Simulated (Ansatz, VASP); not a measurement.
## One calculation of TiC, two programs

```
CELL_PARAMETERS angstrom
0.00000 2.16572 2.16572
2.16572 0.00000 2.16572
2.16572 2.16572 0.00000
ATOMIC_POSITIONS crystal
Ti 0.00000 0.00000 0.00000
C 0.50000 0.50000 0.50000
```

Alike in both runs: functional r2SCAN; k mesh 6 × 6 × 6; occupations fermi-dirac, width 0.05 eV; no spin polarisation.

|  | VASP | Ansatz |
| --- | --- | --- |
| version | VASP 6.6.1 | Ansatz 0.2.0 |
| potentials or method | VASP PAW PBE potentials, release 64 (Ti_sv, C) | Ansatz PAW |
| plane-wave cutoff (eV) | 520 | 500 |
| valence electrons in the cell | 16 | 16 |
| task | single point | band structure |

Ansatz gave:

```
gap on the k mesh at the Fermi level (eV) : none
pressure (GPa)                            : -0.5
```

Problem. Which values does VASP return?

Solution. gap on the k mesh at the Fermi level (eV): none; pressure (GPa): 0.4.

VASP's potentials were made for PBE, not for r2SCAN. A gap of «none» marks a metal or a gap that the smearing closes. The functional is the same, so the differences come from potentials, cutoffs and numerics.

The k mesh is coarse, so the values compare programs but aren't converged.
